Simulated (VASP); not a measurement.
Crystal: MgB2.

```
Mg B
1.0
     3.08500    0.00000    0.00000
    -1.54250    2.67169    0.00000
     0.00000    0.00000    3.52300
Mg B
1 2
Direct
  0.00000 0.00000 0.00000
  0.33333 0.66667 0.50000
  0.66667 0.33333 0.50000
```

```yaml
Program: VASP 6.6.1
Task: relaxation of cell and atoms
Functional: PBEsol
Potentials_or_basis: VASP PAW PBE potentials, release 64 (Mg, B)
Cutoff: 600 eV
k_mesh: 12 × 12 × 8
Occupations: fermi-dirac, width 0.05 eV
Spin: no spin polarisation
```

At the start: pressure -3.1 GPa; volume 9.68 Å³/atom.

**Question.** Where does the relaxation end?

**Answer.** Over 5 steps the energy falls by 2.2 meV/atom and the volume is 9.46 Å³/atom (-2.2 %); space group P6/mmm (No. 191, to 0.1 Å) before and after.

Step by step:
```csv
step,energy change (eV),largest force (eV/Å),pressure (GPa),volume (Å³)
1,0.0000,0.0000,-3.14,29.04
2,-0.0054,0.0000,1.07,28.25
3,-0.0060,0.0000,0.02,28.43
4,-0.0064,0.0000,0.01,28.41
5,-0.0065,0.0000,0.00,28.39
```

Final structure:
```cif
data_structure
_symmetry_space_group_name_H-M 'P 1'
_symmetry_Int_Tables_number 1
_cell_length_a 3.0683
_cell_length_b 3.0683
_cell_length_c 3.4825
_cell_angle_alpha 90.000
_cell_angle_beta 90.000
_cell_angle_gamma 120.000
_cell_volume 28.39
loop_
_atom_site_label
_atom_site_type_symbol
_atom_site_fract_x
_atom_site_fract_y
_atom_site_fract_z
_atom_site_occupancy
Mg1 Mg 0.00000 0.00000 0.00000 1
B1 B 0.33333 0.66667 0.50000 1
B2 B 0.66667 0.33333 0.50000 1
```

Caveat: the PAW data sets were made with another functional, which shifts forces and pressure a little.
